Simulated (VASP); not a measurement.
# BAs: single point with r2SCAN

The system is BAs.

```xyz
2
Lattice="0.0000 2.2477 2.6972 2.2477 0.0000 2.6972 2.2477 2.2477 0.0000" Properties=species:S:1:pos:R:3 pbc="T T T"
B     0.0000    0.0000    0.0000
As    3.3715    3.3715    4.0458
```

This cell differs from its parent crystal: ratio of the length along z to the lengths across it x 1.2, volume and fractional coordinates fixed.

```
Program                : VASP 6.6.1
Task                   : single point
Functional             : r2SCAN
Potentials or basis    : VASP PAW PBE potentials, release 64 (B, As)
Cutoff                 : 520 eV
k mesh                 : 12 × 12 × 12
Occupations            : gaussian, width 0.05 eV
Spin                   : no spin polarisation
Dipole correction      : no
Further INCAR settings : ALGO = Normal; EDIFF = 1e-07; NBANDS = 11
```

The pressure is 1.1 GPa and the band gap on the k mesh is zero (band 4 reaches 6.82 eV, above the bottom of band 5 at 6.74 eV).

Stress tensor (GPa, compression positive):
```
 18.04   0.00   0.00
  0.00  18.04   0.00
  0.00   0.00 -32.70
```

Levels at points of the mesh, in eV from the Fermi level:
| k point | band 1 | band 2 | band 3 | band 4 | band 5 | band 6 | band 7 | band 8 |
| --- | --- | --- | --- | --- | --- | --- | --- | --- |
| (0.00, 0.00, 0.00) | -16.86 | -2.23 | 0.05 | 0.05 | 2.53 | 2.53 | 3.72 | 3.75 |
| (0.50, 0.00, 0.00) | -13.77 | -9.90 | -3.84 | -1.32 | 0.75 | 5.14 | 5.30 | 9.13 |
| (0.50, 0.50, 0.00) | -13.44 | -10.66 | -3.67 | -3.67 | 2.45 | 2.77 | 11.04 | 11.04 |
| (0.50, 0.00, 0.50) | -11.80 | -9.21 | -5.63 | -5.26 | 0.27 | 0.32 | 9.15 | 11.05 |

It took 2.7 min on 1 thread of Intel(R) Xeon(R) Platinum 8488C (Sapphire Rapids), on a shared host, peak memory 0.19 GiB.

Caveat: the PAW data sets were made with another functional, which shifts forces and pressure a little.
